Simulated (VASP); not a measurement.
Ta2N:

```
Ta N
1.0
     3.17391    0.00000    0.00000
    -1.58696    2.74869    0.00000
     0.00000    0.00000    4.96535
Ta N
2 1
Direct
  0.33333 0.66667 0.25471
  0.66667 0.33333 0.74529
  0.00000 0.00000 0.00000
```

Base run:

| Item | Value |
| --- | --- |
| Program | VASP 6.6.1 |
| Functional | r2SCAN |
| Potentials or basis | VASP PAW PBE potentials, release 64 (Ta_pv, N) |
| Cutoff | 520 eV |
| k mesh | 10 × 10 × 6 |
| Occupations | fermi-dirac, width 0.05 eV |
| Spin | no spin polarisation |

Its results: band gap on the k mesh zero (an odd number of electrons rules out a gap without spin polarisation); pressure -18.6 GPa; largest force 0.127 eV/Å.

Q: The run is repeated on the same cell with these changes: functional from r2SCAN to PBE; further incar settings from ALGO = Normal; EDIFF = 1e-07; NBANDS = 20 to ALGO = Normal; EDIFF = 1e-06; NBANDS = 20. What comes out?

A: Band gap on the k mesh zero (an odd number of electrons rules out a gap without spin polarisation); pressure -15.1 GPa; largest force 0.270 eV/Å.

Caveats: the cell stands under tension; spin-orbit coupling is left out, which moves the levels of the heavy elements; the PAW data sets were made with another functional, which shifts forces and pressure a little (at least some runs).
